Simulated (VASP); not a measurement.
# Ca (Fm-3m) in VASP: single point with PBEsol

Aim: the single point of Ca with PBEsol.

Program: VASP 6.6.1. These are calculated values, not measurements. Logs are shortened: lines on timing, memory, paths and dates and some standing lists are left out, and cuts for length are marked.

## Step 1: The cell of the first run

The structure is cubic, space group Fm-3m (No. 225). The conventional cell has a = 5.455 Å, b = 5.455 Å, c = 5.455 Å, α = 90.00°, β = 90.00°, γ = 90.00°. Ca (site symmetry m-3m) has 12 Ca at 3.86 Å within 5.1 Å.

## Step 2: Single point, PBEsol

File INCAR:

```
  PREC = Accurate
  ENCUT = 520
  EDIFF = 1E-6
  ISMEAR = 0
  SIGMA = 0.1
  LREAL = False
  LASPH = True
  NELM = 80
  ALGO = Normal
  ISIF = 2
  LWAVE = False
  LCHARG = True
  GGA = PS
  LELF = True
  LVHAR = True
  NBANDS = 11
  ISYM = 0
```

File KPOINTS:

```
regular mesh
0
Gamma
  9 9 11
```

File POSCAR:

```
Ca
1.0
    3.8570176947      0.0000000000      0.0000000000
   -1.9285088473      3.3402753064      0.0000000000
    1.9285088473      1.1134251021      3.1492417603
Ca
1
Direct
    0.0000000000      0.0000000000      0.0000000000
```

Potentials or basis: VASP PAW PBE potentials, release 64 (Ca_sv).

On the command line:

```console
cat potpaw_PBE.64/Ca_sv/POTCAR > POTCAR
mpirun -np 1 vasp_std > vasp.out
```

OUTCAR:

```text
PREC = Accurate
   ENCUT = 520
   EDIFF = 1E-6
   ISMEAR = 0
   LREAL = False
   LASPH = True
   NELM = 80
   ISIF = 2
   GGA = PS
   ISYM = 0

 ion  position               nearest neighbor table
   1  0.000  0.000  0.000-

IMPORTANT INFORMATION: All symmetrisations will be switched off!
NOSYMM: (Re-)initialisation of all symmetry stuff for point group C_1.

----------------------------------------------------------------------------------------

                                     Primitive cell

  volume of cell :      40.5733

  direct lattice vectors                    reciprocal lattice vectors
     3.857017695  0.000000000  0.000000000     0.259267672  0.149688260 -0.211691168
    -1.928508847  3.340275306  0.000000000     0.000000000  0.299376521 -0.105845584
     1.928508847  1.113425102  3.149241760     0.000000000  0.000000000  0.317536752

  length of vectors
     3.857017695  3.857017695  3.857017695     0.366659859  0.317536752  0.317536752

  position of ions in fractional coordinates (direct lattice)
     0.000000000  0.000000000  0.000000000

  ion indices of the primitive-cell ions
   primitive index   ion index
                 1           1

----------------------------------------------------------------------------------------

 KPOINTS: regular mesh

Automatic generation of k-mesh.
 Grid dimensions read from file:
 generate k-points for:    9    9   11

 Generating k-lattice:

  Cartesian coordinates                     Fractional coordinates (reciprocal lattice)
     0.028807519  0.016632029 -0.023521241     0.111111111  0.000000000  0.000000000
     0.000000000  0.033264058 -0.011760620     0.000000000  0.111111111  0.000000000
     0.000000000  0.000000000  0.028866977     0.000000000  0.000000000  0.090909091

  Length of vectors
     0.040739984  0.035281861  0.028866977

  Shift w.r.t. Gamma in fractional coordinates (k-lattice)
     0.000000000  0.000000000  0.000000000

 -----------------------------------------------------------------------------
|                                                                             |
|           W    W    AA    RRRRR   N    N  II  N    N   GGGG   !!!           |
|           W    W   A  A   R    R  NN   N  II  NN   N  G    G  !!!           |
|           W    W  A    A  R    R  N N  N  II  N N  N  G       !!!           |
|           W WW W  AAAAAA  RRRRR   N  N N  II  N  N N  G  GGG   !            |
|           WW  WW  A    A  R   R   N   NN  II  N   NN  G    G                |
|           W    W  A    A  R    R  N    N  II  N    N   GGGG   !!!           |
|                                                                             |
|     Your reciprocal lattice and k-lattice belong to different lattice       |
|     classes:                                                                |
|                                                                             |
|        The reciprocal lattice is body-centered cubic,                       |
|        whereas your k-lattice is base-centered monoclinic.                  |
|                                                                             |
|     Results are often still useful ...                                      |
|                                                                             |
 -----------------------------------------------------------------------------

 WARNING: IBZKPT: internal override: KBLOWUP is changed to .FALSE.
      ... skipping the blow-up phase ...

 Subroutine IBZKPT returns following result:
 ===========================================

 Found    446 irreducible k-points:

 Following reciprocal coordinates:
            Coordinates               Weight
  0.000000  0.000000  0.000000      1.000000
  0.111111 -0.000000 -0.000000      2.000000
  0.222222 -0.000000  0.000000      2.000000
  0.333333 -0.000000 -0.000000      2.000000
  0.444444 -0.000000  0.000000      2.000000
  0.000000  0.111111  0.000000      2.000000
[... 16 lines left out ...]
 -0.111111  0.222222  0.000000      2.000000
  0.000000  0.333333  0.000000      2.000000
 [... further k-points ...]
   k-points           NKPTS =    446   k-points in BZ     NKDIM =    446   number of bands    NBANDS=     11
   number of dos      NEDOS =    301   number of ions     NIONS =      1
   total plane-waves  NPLWV =  27000
   dimension x,y,z NGX =    30 NGY =   30 NGZ =   30
   dimension x,y,z NGXF=    60 NGYF=   60 NGZF=   60
   ions per type =               1
   NGX,Y,Z   is equivalent  to a cutoff of  12.93, 12.93, 12.93 a.u.
   NGXF,Y,Z  is equivalent  to a cutoff of  25.86, 25.86, 25.86 a.u.
 SYSTEM =  unknown system
   PREC   = accura    normal or accurate (medium, high low for compatibility)
   ISTART =      0    job   : 0-new  1-cont  2-samecut
   ICHARG =      2    charge: 1-file 2-atom 10-const
   ISPIN  =      1    spin polarized calculation?
   LNONCOLLINEAR =      F non collinear calculations
   LSORBIT =      F    spin-orbit coupling
   LASPH  =      T    aspherical Exc in radial PAW
   ENCUT  =  520.0 eV  38.22 Ry    6.18 a.u.   7.17  7.17  7.17*2*pi/ulx,y,z
   NELM   =     80;   NELMIN=  2; NELMDL= -5     # of ELM steps
   EDIFF  = 0.1E-05   stopping-criterion for ELM
   LREAL  =      F    real-space projection
   EDIFFG = 0.1E-04   stopping-criterion for IOM
   NSW    =      0    number of steps for IOM
   IBRION =     -1    ionic relax: 0-MD 1-quasi-New 2-CG
   NFREE  =      0    steps in history (QN), initial steepest desc. (CG)
   ISIF   =      2    stress and relaxation
   ISYM   =      0    0-nonsym 1-usesym 2-fastsym
   POTIM  = 0.5000    time-step for ionic-motion
   TEBEG  =    0.0;   TEEND  =   0.0 temperature during run
   PSTRESS=    0.0 pullay stress
   NELECT =      10.0000    total number of electrons
   NUPDOWN=      -1.0000    fix difference up-down
   EMIN   =  10.00;   EMAX   =-10.00  energy-range for DOS
   EFERMI =   0.00;   METHOD = LEGACY
   ISMEAR =     0;   SIGMA  =   0.10  broadening in eV -4-tet -1-fermi 0-gaus
   EFERMI_NEDOS =   21; number of points for ismear=-14 and -15
   IALGO  =     38    algorithm
   IMIX   =      4    mixing-type and parameters
     AMIX     =   0.40;   BMIX     =  1.00
     AMIX_MAG =   1.60;   BMIX_MAG =  1.00
  volume/ion in A,a.u.               =      40.57       273.80
  Fermi-wavevector in a.u.,A,eV,Ry     =   1.026427  1.939666 14.334459  1.053553
  Thomas-Fermi vector in A             =   2.160320
   LORBIT       =      0    0 simple, 1 ext, 2 COOP (PROOUT), +10 PAW based schemes
   GGA     = PS    functional components
   LHFCALC =     F    Hartree Fock is set to
   AEXX    =    0.0000 exact exchange contribution
   IVDW    =     0    specifies the selected vdW correction
   LEPSILON=     F    determine dielectric tensor
   LRPA    =     F    only Hartree local field effects (RPA)
 non-spin polarized calculation
 Gauss-broadening in eV      SIGMA  =   0.10
  energy-cutoff  :      520.00
  volume of cell :       40.57
 maximum number of plane-waves:      1113
 NGX is ok and might be reduce to    30
   NGX = 15   NGY = 15   NGZ = 15

 number of electron      10.0000002 magnetization

 Free energy of the ion-electron system (eV)
  ---------------------------------------------------
  ext. energy  EPLUGINS =         0.00000000
  ---------------------------------------------------
  free energy    TOTEN  =        -2.13527113 eV

  energy without entropy =       -2.12712081  energy(sigma->0) =       -2.13119597

 E-fermi :   2.0468     XC(G=0):  -7.9361

 val. band max:        2.0437839696   @ k =   0.4444   0.2222   0.4545
 cond. band min:       2.0528580549   @ k =  -0.3333  -0.4444   0.4545
 fundamental gap:      0.0090740854
 Fermi energy:         2.0467602740

 k-point     1 :       0.0000    0.0000    0.0000
  band No.  band energies     occupation
      1     -39.7048      2.00000
      2     -20.6926      2.00000
      3     -20.6908      2.00000
      4     -20.6906      2.00000
      5      -2.0578      2.00000
      6       4.4230      0.00000
      7       4.4241      0.00000
      8       4.4241      0.00000
      9       5.5539      0.00000
     10       5.5541      0.00000
     11      11.3449      0.00000

 k-point     2 :       0.1111   -0.0000   -0.0000
  band No.  band energies     occupation
      1     -39.7022      2.00000
      2     -20.7104      2.00000
      3     -20.6988      2.00000
      4     -20.6975      2.00000
      5      -1.7681      2.00000
      6       4.1320      0.00000
      7       4.5418      0.00000
      8       4.5425      0.00000
      9       5.2611      0.00000
     10       5.6312      0.00000
     11      11.7256      0.00000

 k-point     3 :       0.2222   -0.0000    0.0000
  band No.  band energies     occupation
      1     -39.6956      2.00000
      2     -20.7570      2.00000
      3     -20.7165      2.00000
      4     -20.7151      2.00000
      5      -0.9456      2.00000
      6       3.5156      0.00000
      7       4.5212      0.00000
      8       4.9089      0.00000
      9       4.9096      0.00000
     10       5.8341      0.00000
     11      11.5172      0.00000

 k-point     4 :       0.3333   -0.0000   -0.0000
  band No.  band energies     occupation
      1     -39.6881      2.00000
      2     -20.8080      2.00000
      3     -20.7365      2.00000
      4     -20.7351      2.00000
      5       0.2432      2.00000
      6       2.9487      0.00000
      7       3.7116      0.00000
      8       5.5332      0.00000
      9       5.5340      0.00000
     10       6.0797      0.00000
     11       9.8759      0.00000
[... 239 lines left out ...]
 k-point    22 :      -0.2222    0.2222   -0.0000
  band No.  band energies     occupation
      1     -39.6979      2.00000
      2     -20.7590      2.00000
      3     -20.7016      2.00000
      4     -20.7000      2.00000
      5      -1.2158      2.00000
      6       3.6396      0.00000
      7       4.5814      0.00000
      8       4.5816      0.00000
      9       5.5024      0.00000
     10       5.5031      0.00000
     11      10.1345      0.00000

 k-point    23 :      -0.1111    0.2222    0.0000
  band No.  band energies     occupation
      1     -39.6999      2.00000
      2     -20.7339      2.00000
      3     -20.7059      2.00000
      4     -20.6958      2.00000
      5      -1.4868      2.00000
      6       3.8994      0.00000
      7       4.5056      0.00000
      8       4.6597      0.00000
      9       5.2298      0.00000
     10       5.6285      0.00000
     11      11.2413      0.00000

 k-point    24 :       0.0000    0.3333    0.0000
  band No.  band energies     occupation
      1     -39.6922      2.00000
      2     -20.8136      2.00000
      3     -20.7091      2.00000
      4     -20.7076      2.00000
      5      -0.2784      2.00000
      6       2.9410      0.00000
      7       4.4554      0.00000
      8       4.4557      0.00000
      9       5.8522      0.00000
     10       5.8534      0.00000
     11       8.5624      0.00000

 [... further k-points ...]
[... 5 lines left out ...]
  --------------------------------------------------------------------------------------
  -------------------------------------------------------------------------------------
  Total        0.0111276      0.0092351     -0.0236432      0.0016383      0.0034649      0.0060037
  in kB        0.4394106      0.3646795     -0.9336363      0.0646955      0.1368236      0.2370771
  external PRESSURE =      -0.0431821 kB  Pullay stress =       0.0000000 kB

 VOLUME and BASIS-vectors are now :
 -----------------------------------------------------------------------------
  energy-cutoff  :      520.00
  volume of cell :       40.57
      direct lattice vectors                 reciprocal lattice vectors
     3.857017695  0.000000000  0.000000000     0.259267672  0.149688260 -0.211691168
    -1.928508847  3.340275306  0.000000000     0.000000000  0.299376521 -0.105845584
     1.928508847  1.113425102  3.149241760     0.000000000  0.000000000  0.317536752

 POSITION                                       TOTAL-FORCE (eV/Angst)
 -----------------------------------------------------------------------------------
      0.00000      0.00000      0.00000         0.000000     -0.000000     -0.000001
 -----------------------------------------------------------------------------------
    total drift:                                0.000000     -0.000000     -0.000001

  FREE ENERGIE OF THE ION-ELECTRON SYSTEM (eV)
  ---------------------------------------------------
  free  energy   TOTEN  =        -2.1352711285 eV

  energy  without entropy=       -2.1271208108  energy(sigma->0) =       -2.13119597
```

Wall time 3.3 min (1 thread of Intel Xeon Platinum 8259CL at 2.50GHz (Skylake/Cascade Lake), shared host); peak memory 0.32 GiB.

What came out:

- Free energy: -2.1353 eV
- Pressure: 0.0 GPa
- Band gap on the k mesh: zero (bands 5 and 6 overlap by 0.24 eV)

Levels at points of the mesh, in eV from the Fermi level:
| k point | band 1 | band 2 | band 3 | band 4 | band 5 | band 6 | band 7 | band 8 | band 9 | band 10 |
| --- | --- | --- | --- | --- | --- | --- | --- | --- | --- | --- |
| (0.00, 0.00, 0.00) | -41.75 | -22.74 | -22.74 | -22.74 | -4.10 | 2.38 | 2.38 | 2.38 | 3.51 | 3.51 |

Caveat: the PAW data sets were made with another functional, which shifts forces and pressure a little.
